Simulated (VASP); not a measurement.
Input of a VASP 6.6.1 run:

File POSCAR:

```
Ir
1.0
    1.5437250158      1.5437250158      1.5437250158
   -1.5437250158      1.5437250158      1.5437250158
   -1.5437250158     -1.5437250158      1.5437250158
Ir
1
Direct
    0.0000000000      0.0000000000      0.0000000000
```

INCAR.step1

```
SYSTEM = Ir
  ALGO = Normal
  EDIFF = 1E-4
  ENCUT = 520
  GGA = PE
  ISMEAR = 1
  LASPH = .TRUE.
  LCHARG = .FALSE.
  LREAL = .FALSE.
  LWAVE = .TRUE.
  NBANDS = 10
  NELM = 80
  PREC = Accurate
  SIGMA = 0.1
```

File INCAR.step2:

```
SYSTEM = Ir
  ALGO = Normal
  EDIFF = 1E-6
  ENCUT = 520
  ISIF = 2
  ISMEAR = 1
  ISTART = 1
  LASPH = .TRUE.
  LCHARG = .FALSE.
  LMIXTAU = .TRUE.
  LREAL = .FALSE.
  LWAVE = .FALSE.
  METAGGA = R2SCAN
  NBANDS = 10
  NELM = 80
  PREC = Accurate
  SIGMA = 0.1
```

The input KPOINTS:

```
k-points
0
G
  21 21 21
  0 0 0
```

Potentials or basis: VASP PAW PBE potentials, release 64 (Ir).

The run is started by

```bash
$ cat potpaw_PBE.64/Ir/POTCAR > POTCAR
$ cp INCAR.step1 INCAR
$ mpirun -np 1 vasp_std > vasp.out
$ cp INCAR.step2 INCAR
$ mpirun -np 1 vasp_std > vasp.out
```

(1) Estimate the pressure.

## Answers

(1) 2.3 GPa.

Caveat: the PAW data sets were made with another functional, which shifts forces and pressure a little.
